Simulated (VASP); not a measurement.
# PbF2 (Immm) in VASP: further runs

Runs on PbF2. Level: PBE. Tasks: single point.

Program: VASP 6.6.1. These are calculated values, not measurements. Logs are shortened: lines on timing, memory, paths and dates and some standing lists are left out, and cuts for length are marked.

**1. The cell of the first run**

It takes space group Immm (No. 71, orthorhombic). Conventional cell: a = 4.121 Å, b = 4.279 Å, c = 5.940 Å, α = 90.00°, β = 90.00°, γ = 90.00°. Pb (site symmetry mmm) has 8 F at 2.54 to 2.60 Å within 3.4 Å. Within 3.4 Å of F (site symmetry mm2) lie 4 Pb at 2.54 to 2.60 Å and 6 F at 2.97 Å.

**2. Single point, PBE (strain +0.0375 x Voigt [0, 0, 0, 1, 0, 0])**

Input file INCAR:

```
PREC = Accurate
ENCUT = 520
EDIFF = 1E-6
ISMEAR = 0
SIGMA = 0.05
LREAL = F
LASPH = T
NELM = 80
ALGO = Normal
ISIF = 2
LWAVE = F
LCHARG = T
GGA = PE
LELF = T
LVHAR = T
NBANDS = 21
```

Input file KPOINTS:

```
Automatic mesh
0
Gamma
  8 8 8
```

Input file POSCAR:

```
PbF2
1.0
    0.0000000000      3.0255346875      3.0255346875
    2.9698500000      0.0556846875      2.9698500000
    2.9698500000      2.9698500000      0.0556846875
Pb F
1 2
Direct
    0.0000000000      0.0000000000      0.0000000000
    0.2500000000      0.2500000000      0.2500000000
    0.7500000000      0.7500000000      0.7500000000
```

Potentials or basis: VASP PAW PBE potentials, release 64 (Pb_d, F).

On the command line:

```console
cat potpaw_PBE.64/Pb_d/POTCAR potpaw_PBE.64/F/POTCAR > POTCAR
mpirun -np 1 vasp_std > vasp.out
```

OUTCAR:

```text
PREC = Accurate
   ENCUT = 520
   EDIFF = 1E-6
   ISMEAR = 0
   LREAL = F
   LASPH = T
   NELM = 80
   ISIF = 2
   GGA = PE

 ion  position               nearest neighbor table
   1  0.000  0.000  0.000-   3 2.54   3 2.54   2 2.54   2 2.54   3 2.60   3 2.60   2 2.60   2 2.60

   2  0.250  0.250  0.250-   1 2.54   1 2.54   1 2.60   1 2.60
   3  0.750  0.750  0.750-   1 2.54   1 2.54   1 2.60   1 2.60

  LATTYP: Found a body centered orthorhombic cell.
 ALAT       =     4.1212521079
 B/A-ratio  =     1.0382165605
 C/A-ratio  =     1.4412367515

  Lattice vectors:

 A1 = (  -2.9698500000,   2.9698500000,   0.0556846875)
 A2 = (  -2.9698500000,  -2.9698500000,  -0.0556846875)
 A3 = (   2.9698500000,   0.0556846875,   2.9698500000)

Analysis of symmetry for initial positions (statically):
=====================================================================
 Subroutine PRICEL returns:
 Original cell was already a primitive cell.

 Routine SETGRP: Setting up the symmetry group for a
 body centered orthorhombic supercell.

 Subroutine GETGRP returns: Found  8 space group operations
 (whereof  8 operations were pure point group operations)
 out of a pool of  8 trial point group operations.

The static configuration has the point symmetry D_2h.

Analysis of symmetry for dynamics (positions and initial velocities):
=====================================================================
 Subroutine PRICEL returns:
 Original cell was already a primitive cell.

 Routine SETGRP: Setting up the symmetry group for a
 body centered orthorhombic supercell.

 Subroutine GETGRP returns: Found  8 space group operations
 (whereof  8 operations were pure point group operations)
 out of a pool of  8 trial point group operations.

The dynamic configuration has the point symmetry D_2h.

 Subroutine INISYM returns: Found  8 space group operations
 (whereof  8 operations are pure point group operations),
 and found     1 'primitive' translations

----------------------------------------------------------------------------------------

                                     Primitive cell

  volume of cell :      52.3698

  direct lattice vectors                    reciprocal lattice vectors
     0.000000000  3.025534687  3.025534687    -0.168358671  0.165260045  0.165260045
     2.969850000  0.055684688  2.969850000     0.168358671 -0.171575716  0.171575716
     2.969850000  2.969850000  0.055684688     0.168358671  0.171575716 -0.171575716

  length of vectors
     4.278752188  4.200371273  4.200371273     0.288038899  0.295332177  0.295332177

  position of ions in fractional coordinates (direct lattice)
     0.000000000  0.000000000  0.000000000
     0.250000000  0.250000000  0.250000000
     0.750000000  0.750000000  0.750000000

  ion indices of the primitive-cell ions
   primitive index   ion index
                 1           1
                 2           2
                 3           3

----------------------------------------------------------------------------------------

 KPOINTS: Automatic mesh

Automatic generation of k-mesh.
 Grid dimensions read from file:
 generate k-points for:    8    8    8

 Generating k-lattice:

  Cartesian coordinates                     Fractional coordinates (reciprocal lattice)
    -0.021044834  0.020657506  0.020657506     0.125000000 -0.000000000 -0.000000000
     0.021044834 -0.021446964  0.021446964     0.000000000  0.125000000 -0.000000000
     0.021044834  0.021446964 -0.021446964     0.000000000 -0.000000000  0.125000000

  Length of vectors
     0.036004862  0.036916522  0.036916522

  Shift w.r.t. Gamma in fractional coordinates (k-lattice)
     0.000000000  0.000000000  0.000000000

 Subroutine IBZKPT returns following result:
 ===========================================

 Found     95 irreducible k-points:

 Following reciprocal coordinates:
            Coordinates               Weight
  0.000000  0.000000  0.000000      1.000000
  0.125000  0.000000  0.000000      4.000000
  0.250000  0.000000  0.000000      4.000000
  0.375000  0.000000 -0.000000      4.000000
  0.500000  0.000000  0.000000      2.000000
  0.000000  0.125000  0.000000      4.000000
[... 16 lines left out ...]
  0.125000  0.375000 -0.000000      8.000000
  0.250000  0.375000 -0.000000      8.000000
 [... further k-points ...]
   k-points           NKPTS =     95   k-points in BZ     NKDIM =     95   number of bands    NBANDS=     21
   number of dos      NEDOS =    301   number of ions     NIONS =      3
   total plane-waves  NPLWV =  32768
   dimension x,y,z NGX =    32 NGY =   32 NGZ =   32
   dimension x,y,z NGXF=    64 NGYF=   64 NGZF=   64
   ions per type =               1   2
   NGX,Y,Z   is equivalent  to a cutoff of  12.43, 12.67, 12.67 a.u.
   NGXF,Y,Z  is equivalent  to a cutoff of  24.87, 25.33, 25.33 a.u.
 SYSTEM =  unknown system
   PREC   = accura    normal or accurate (medium, high low for compatibility)
   ISTART =      0    job   : 0-new  1-cont  2-samecut
   ICHARG =      2    charge: 1-file 2-atom 10-const
   ISPIN  =      1    spin polarized calculation?
   LNONCOLLINEAR =      F non collinear calculations
   LSORBIT =      F    spin-orbit coupling
   LASPH  =      T    aspherical Exc in radial PAW
   ENCUT  =  520.0 eV  38.22 Ry    6.18 a.u.   7.96  7.81  7.81*2*pi/ulx,y,z
   NELM   =     80;   NELMIN=  2; NELMDL= -5     # of ELM steps
   EDIFF  = 0.1E-05   stopping-criterion for ELM
   LREAL  =      F    real-space projection
   EDIFFG = 0.1E-04   stopping-criterion for IOM
   NSW    =      0    number of steps for IOM
   IBRION =     -1    ionic relax: 0-MD 1-quasi-New 2-CG
   NFREE  =      0    steps in history (QN), initial steepest desc. (CG)
   ISIF   =      2    stress and relaxation
   ISYM   =      2    0-nonsym 1-usesym 2-fastsym
   POTIM  = 0.5000    time-step for ionic-motion
   TEBEG  =    0.0;   TEEND  =   0.0 temperature during run
   PSTRESS=    0.0 pullay stress
   NELECT =      28.0000    total number of electrons
   NUPDOWN=      -1.0000    fix difference up-down
   EMIN   =  10.00;   EMAX   =-10.00  energy-range for DOS
   EFERMI =   0.00;   METHOD = LEGACY
   ISMEAR =     0;   SIGMA  =   0.05  broadening in eV -4-tet -1-fermi 0-gaus
   EFERMI_NEDOS =   21; number of points for ismear=-14 and -15
   IALGO  =     38    algorithm
   IMIX   =      4    mixing-type and parameters
     AMIX     =   0.40;   BMIX     =  1.00
     AMIX_MAG =   1.60;   BMIX_MAG =  1.00
  volume/ion in A,a.u.               =      17.46       117.80
  Fermi-wavevector in a.u.,A,eV,Ry     =   1.328721  2.510919 24.021090  1.765500
  Thomas-Fermi vector in A             =   2.457938
   LORBIT       =      0    0 simple, 1 ext, 2 COOP (PROOUT), +10 PAW based schemes
   GGA     = PE    functional components
   LHFCALC =     F    Hartree Fock is set to
   AEXX    =    0.0000 exact exchange contribution
   IVDW    =     0    specifies the selected vdW correction
   LEPSILON=     F    determine dielectric tensor
   LRPA    =     F    only Hartree local field effects (RPA)
 non-spin polarized calculation
 Gauss-broadening in eV      SIGMA  =   0.05
  energy-cutoff  :      520.00
  volume of cell :       52.37
 maximum number of plane-waves:      1424
   NGX = 15   NGY = 15   NGZ = 15

 number of electron      28.0000008 magnetization

 Free energy of the ion-electron system (eV)
  ---------------------------------------------------
  ext. energy  EPLUGINS =         0.00000000
  ---------------------------------------------------
  free energy    TOTEN  =       -14.33143675 eV

  energy without entropy =      -14.33143675  energy(sigma->0) =      -14.33143675

 E-fermi :   2.0972     XC(G=0):  -9.3763

 val. band max:        1.8284501157   @ k =   0.0000   0.5000   0.0000
 cond. band min:       6.2322629936   @ k =   0.5000   0.5000   0.0000
 fundamental gap:      4.4038128779
 Fermi energy:         2.0972154362

 k-point     1 :       0.0000    0.0000    0.0000
  band No.  band energies     occupation
      1     -19.2366      2.00000
      2     -18.6268      2.00000
      3     -12.6173      2.00000
      4     -12.6132      2.00000
      5     -12.6078      2.00000
      6     -12.5585      2.00000
[... 13 lines left out ...]
     20      16.9681      0.00000
     21      18.9446      0.00000

 k-point     2 :       0.1250    0.0000    0.0000
  band No.  band energies     occupation
      1     -19.2079      2.00000
      2     -18.6529      2.00000
      3     -12.6093      2.00000
      4     -12.6021      2.00000
      5     -12.5860      2.00000
      6     -12.5586      2.00000
[... 13 lines left out ...]
     20      16.6324      0.00000
     21      18.5694      0.00000

 k-point     3 :       0.2500    0.0000    0.0000
  band No.  band energies     occupation
      1     -19.1320      2.00000
      2     -18.7210      2.00000
      3     -12.5995      2.00000
      4     -12.5938      2.00000
      5     -12.5559      2.00000
      6     -12.5511      2.00000
[... 13 lines left out ...]
     20      16.1540      0.00000
     21      17.3996      0.00000

 k-point     4 :       0.3750    0.0000   -0.0000
  band No.  band energies     occupation
      1     -19.0334      2.00000
      2     -18.8106      2.00000
      3     -12.5967      2.00000
      4     -12.5930      2.00000
      5     -12.5461      2.00000
      6     -12.5367      2.00000
[... 13 lines left out ...]
     20      15.8832      0.00000
     21      16.4047      0.00000

 k-point     5 :       0.5000    0.0000    0.0000
  band No.  band energies     occupation
      1     -18.9587      2.00000
      2     -18.8809      2.00000
      3     -12.5972      2.00000
      4     -12.5939      2.00000
      5     -12.5404      2.00000
      6     -12.5294      2.00000
[... 13 lines left out ...]
     20      15.8087      0.00000
     21      16.0139      0.00000
[... 382 lines left out ...]
     20      16.3209      0.00000
     21      18.0921      0.00000

 k-point    22 :       0.0000    0.3750   -0.0000
  band No.  band energies     occupation
      1     -19.0254      2.00000
      2     -18.8143      2.00000
      3     -12.5998      2.00000
      4     -12.5974      2.00000
      5     -12.5406      2.00000
      6     -12.5290      2.00000
[... 13 lines left out ...]
     20      15.7103      0.00000
     21      16.4602      0.00000

 k-point    23 :       0.1250    0.3750   -0.0000
  band No.  band energies     occupation
      1     -19.0440      2.00000
      2     -18.7959      2.00000
      3     -12.5906      2.00000
      4     -12.5885      2.00000
      5     -12.5491      2.00000
      6     -12.5289      2.00000
[... 13 lines left out ...]
     20      16.5726      0.00000
     21      17.4281      0.00000

 k-point    24 :       0.2500    0.3750   -0.0000
  band No.  band energies     occupation
      1     -19.0343      2.00000
      2     -18.8007      2.00000
      3     -12.5840      2.00000
      4     -12.5672      2.00000
      5     -12.5506      2.00000
      6     -12.5287      2.00000
[... 13 lines left out ...]
     20      17.2408      0.00000
     21      18.4084      0.00000

 [... further k-points ...]

------------------------ aborting loop because EDIFF is reached ----------------------------------------

  FORCE on cell =-STRESS in cart. coord.  units (eV):
  Direction    XX          YY          ZZ          XY          YZ          ZX
  --------------------------------------------------------------------------------------
  -------------------------------------------------------------------------------------
  Total        0.6981800      0.6942692      0.6942692      0.0000000     -0.4022578      0.0000000
  in kB       21.3597974     21.2401547     21.2401547      0.0000000    -12.3064896      0.0000000
  external PRESSURE =      21.2800356 kB  Pullay stress =       0.0000000 kB

 VOLUME and BASIS-vectors are now :
 -----------------------------------------------------------------------------
  energy-cutoff  :      520.00
  volume of cell :       52.37
      direct lattice vectors                 reciprocal lattice vectors
     0.000000000  3.025534687  3.025534687    -0.168358671  0.165260045  0.165260045
     2.969850000  0.055684688  2.969850000     0.168358671 -0.171575716  0.171575716
     2.969850000  2.969850000  0.055684688     0.168358671  0.171575716 -0.171575716

 POSITION                                       TOTAL-FORCE (eV/Angst)
 -----------------------------------------------------------------------------------
      0.00000      0.00000      0.00000         0.000000      0.000000     -0.000000
      1.48493      1.51277      1.51277        -0.107114     -0.000000     -0.000000
      4.45477      4.53830      4.53830         0.107114      0.000000      0.000000
 -----------------------------------------------------------------------------------
    total drift:                                0.000000     -0.000000      0.000000

  FREE ENERGIE OF THE ION-ELECTRON SYSTEM (eV)
  ---------------------------------------------------
  free  energy   TOTEN  =       -14.3314367529 eV

  energy  without entropy=      -14.3314367529  energy(sigma->0) =      -14.33143675
```

It took 56 s on 1 thread of Intel Xeon Platinum 8259CL at 2.50GHz (Skylake/Cascade Lake), shared host; peak memory 0.23 GiB.

What came out:

```yaml
Free_energy: -14.3314 eV
Pressure: 2.1 GPa
Largest_force: 0.107 eV/Å
Band_gap_on_the_k_mesh: 4.40 eV, indirect (least direct gap 4.55 eV)
```

Forces in eV/Å, atoms in the order of the input:
```
Pb   0.000  0.000  0.000
F   -0.107  0.000  0.000
F    0.107  0.000  0.000
```

Levels at points of the mesh, in eV from the valence-band top:
| k point | band 10 | band 11 | band 12 | band 13 | band 14 | band 15 | band 16 | band 17 | band 18 | band 19 |
| --- | --- | --- | --- | --- | --- | --- | --- | --- | --- | --- |
| (0.00, 0.00, 0.00) | -2.44 | -2.42 | -2.02 | -1.96 | -1.89 | 6.51 | 6.77 | 7.01 | 10.62 | 15.12 |
| (0.50, 0.00, 0.00) | -2.67 | -2.61 | -2.12 | -2.11 | -0.07 | 4.92 | 7.56 | 7.85 | 13.24 | 13.65 |
| (0.00, 0.50, 0.00) | -2.70 | -2.63 | -2.13 | -2.12 | 0.00 | 5.12 | 7.44 | 7.73 | 13.16 | 13.48 |
| (0.50, 0.50, 0.00) | -3.52 | -1.54 | -1.54 | -1.54 | -0.15 | 4.40 | 7.86 | 7.88 | 8.97 | 14.15 |
| (0.00, 0.50, 0.50) | -3.49 | -1.56 | -1.54 | -1.52 | -0.15 | 4.41 | 7.65 | 8.09 | 8.96 | 14.16 |

Caveat: the cell differs from its parent crystal (strain +0.0375 x Voigt [0, 0, 0, 1, 0, 0]); spin-orbit coupling is left out, which moves the levels of the heavy elements. A k mesh can miss the band edges.

(Continued in part 2 of 2.)
